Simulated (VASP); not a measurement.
A run of VASP 6.6.1:

File INCAR:

```
ALGO     = Fast           # electronic algorithm
EDIFF    = 1E-6           # SCF threshold, eV
EDIFFG   = -0.01          # ionic threshold
ENCUT    = 600            # plane-wave cutoff, eV
GGA      = PE             # functional
IBRION   = 2              # ionic algorithm
ISIF     = 3              # what is computed and relaxed
ISMEAR   = 0              # smearing method
LASPH    = T              # aspherical terms in the spheres
LCHARG   = F              # write CHGCAR
LREAL    = F              # projectors in reciprocal space
LWAVE    = F              # write WAVECAR
NELM     = 80             # most SCF steps
NSW      = 100            # ionic steps
PREC     = Accurate       # precision mode
SIGMA    = 0.1            # smearing width, eV
```

Contents of KPOINTS:

```
k-points
0
Gamma
  12 12 4
```

Contents of POSCAR:

```
Ta2Ru
1.0
    2.8878264122      0.0000000000      0.0000000000
   -1.4439132061      2.5009310347      0.0000000000
    0.0000000000      0.0000000000     13.9790991804
Ta Ru
4 2
Direct
    0.3333333333      0.6666666667      0.5913116716
    0.6666666667      0.3333333333      0.0913116716
    0.3333333333      0.6666666667      0.9086883284
    0.6666666667      0.3333333333      0.4086883284
    0.3333333333      0.6666666667      0.2500000000
    0.6666666667      0.3333333333      0.7500000000
```

Potentials or basis: VASP PAW PBE potentials, release 64 (Ta_pv, Ru_pv).

Run with:

```bash
$ cat potpaw_PBE.64/Ta_pv/POTCAR potpaw_PBE.64/Ru_pv/POTCAR > POTCAR
$ mpirun -np 1 vasp_std > vasp.out
```

Hardware: 1 thread of Intel(R) Xeon(R) Platinum 8259CL CPU @ 2.50GHz (Skylake/Cascade Lake), on a shared host.

Estimate the wall time of this run.

Run time: 23 min on 1 thread of Intel(R) Xeon(R) Platinum 8259CL CPU @ 2.50GHz (Skylake/Cascade Lake), on a shared host, peak memory 0.43 GiB. Counts: scf iterations 73, k points 57, ion steps 7.
